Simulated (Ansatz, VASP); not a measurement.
## WCl6 in VASP and in Ansatz

```
W Cl
1.0
    15.55182    0.00000    0.00000
     0.00000   15.59846    0.00000
     0.00000    0.00000   15.58223
W Cl
1 6
Direct
  0.49984 0.49974 0.50014
  0.64796 0.49999 0.49987
  0.35173 0.49950 0.50034
  0.49961 0.64741 0.49977
  0.50011 0.35207 0.50056
  0.50007 0.50014 0.64796
  0.49960 0.49935 0.35232
```

Alike in both runs: functional PBE; dispersion D3(BJ); k mesh 1 × 1 × 1; occupations gaussian, width 0.005 eV; no spin polarisation.

Ansatz relaxed the structure, and its values are those at the end. VASP's run is a single point on that final structure, the one shown.

|  | VASP | Ansatz |
| --- | --- | --- |
| version | VASP 6.6.1 | Ansatz 0.2.0 |
| potentials or method | VASP PAW PBE potentials, release 64 (W_sv, Cl), cutoff 520 eV | scalar-relativistic, plane waves, PAW |
| valence electrons in the cell | 56 | 56 |

Ansatz gave:

| Quantity | Value |
| --- | --- |
| gap on the k mesh at the Fermi level (eV) | 2.13 |
| rms of the force components (eV/Å) | 0.000 |

What did VASP give for the same quantities?

gap on the k mesh at the Fermi level (eV): 2.14; rms of the force components (eV/Å): 0.004.

Spin-orbit coupling is off throughout.
